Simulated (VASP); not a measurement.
A run of VASP 6.6.1 is set up as follows.

File INCAR:

```
SYSTEM = Si
PREC = Accurate
ENCUT = 520
EDIFF = 1E-6
ISMEAR = 0
SIGMA = 0.01
LREAL = .FALSE.
LASPH = .TRUE.
NELM = 80
ALGO = Normal
ISIF = 2
LWAVE = .FALSE.
LCHARG = .FALSE.
GGA = PS
NBANDS = 16
```

The input KPOINTS:

```
Automatic mesh
0
G
  9 9 6
  0 0 0
```

POSCAR

```
Si
1.0
    3.8438634349      0.0000000000      0.0000000000
   -1.9219317175      3.3288833833      0.0000000000
    0.0000000000      0.0000000000      6.3057763896
Si
4
Direct
    0.3333333333      0.6666666667     -0.0005372927
    0.6666666667      0.3333333333      0.4994627073
    0.3333333333      0.6666666667      0.3745372927
    0.6666666667      0.3333333333      0.8745372927
```

Potentials or basis: VASP PAW PBE potentials, release 64 (Si).

The run is started by

```console
$ cat potpaw_PBE.64/Si/POTCAR > POTCAR
$ mpirun -np 1 vasp_std > vasp.out
```

Estimate the pressure.

-0.5 GPa.

Predict the band gap on the k mesh.

0.32 eV, indirect (least direct gap 0.87 eV).

Stress tensor (GPa, compression positive):
```
-0.95  0.00  0.00
 0.00 -0.95  0.00
 0.00  0.00  0.34
```

Caveat: the cell differs from its parent crystal (strained cell); the PAW data sets were made with another functional, which shifts forces and pressure a little. A k mesh can miss the band edges.
